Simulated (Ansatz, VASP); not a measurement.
**One calculation of ZrS, two programs**

File INCAR:

```
SYSTEM = ZrS
PREC     = Accurate       ! precision mode
ENCUT    = 520            ! plane-wave cutoff, eV
EDIFF    = 1E-6           ! SCF threshold, eV
ISMEAR   = 0              ! smearing method
SIGMA    = 0.15           ! smearing width, eV
LREAL    = .False.        ! projectors in reciprocal space
LASPH    = .True.         ! aspherical terms in the spheres
NELM     = 60             ! most SCF steps
ALGO     = Normal         ! electronic algorithm
ISIF     = 2              ! what is computed and relaxed
LWAVE    = .False.        ! write WAVECAR
LCHARG   = .False.        ! write CHGCAR
GGA      = PS             ! functional
NBANDS   = 16             ! bands
```

File KPOINTS:

```
regular mesh
0
Gamma
  20 20 20
  0 0 0
```

POSCAR

```
ZrS
1.0
    0.0000000000      2.6605676105      2.6218214802
    2.6605676105      0.0000000000      2.6218214802
    2.6605676105      2.6605676105      0.0000000000
Zr S
1 1
Direct
    0.0000000000      0.0000000000      0.0000000000
    0.5000000000      0.5000000000      0.5000000000
```

Input for Ansatz:

```yaml
crystal:
  lattice:
    - [0.0, 2.6605676105, 2.6218214802]
    - [2.6605676105, 0.0, 2.6218214802]
    - [2.6605676105, 2.6605676105, 0.0]
  atoms:
    - { symbol: Zr, position: [0.0, 0.0, 0.0] }
    - { symbol: S, position: [0.5, 0.5, 0.5] }
basis:
  ecutwfc: 420
kpoints:
  mp_grid: { grid: [20, 20, 20] }
hamiltonian:
  xc: pbesol
scf:
  occupations: { method: gaussian, width: 0.15 }
output:
  forces: true
  stress: true
  eigenvalues: true
```

Change from the starting cell: strain +0.030 along x and y, +0.015 along z, atoms carried along.

Alike in both runs: task single point; functional PBEsol; k mesh 20 × 20 × 20; occupations gaussian, width 0.15 eV; no spin polarisation.

|  | VASP | Ansatz |
| --- | --- | --- |
| version | VASP 6.6.1 | Ansatz 0.2.0 |
| potentials or method | VASP PAW PBE potentials, release 64 (Zr_sv, S), cutoff 520 eV | scalar-relativistic, plane waves, PAW |
| valence electrons in the cell | 18 | 18 |

```tsv
	VASP	Ansatz	Ansatz less VASP
gap on the k mesh at the Fermi level (eV)	none	none	-
pressure (GPa)	-9.1	-9.2	-0.18
traceless stress, the component that is largest in VASP (GPa)	2.13	2.11	-0.019
```

VASP's potentials were made for PBE, not for PBEsol. A gap of «none» marks a metal or a gap that the smearing closes. With one functional, cell and mesh, what is left measures potentials, basis and numerics.
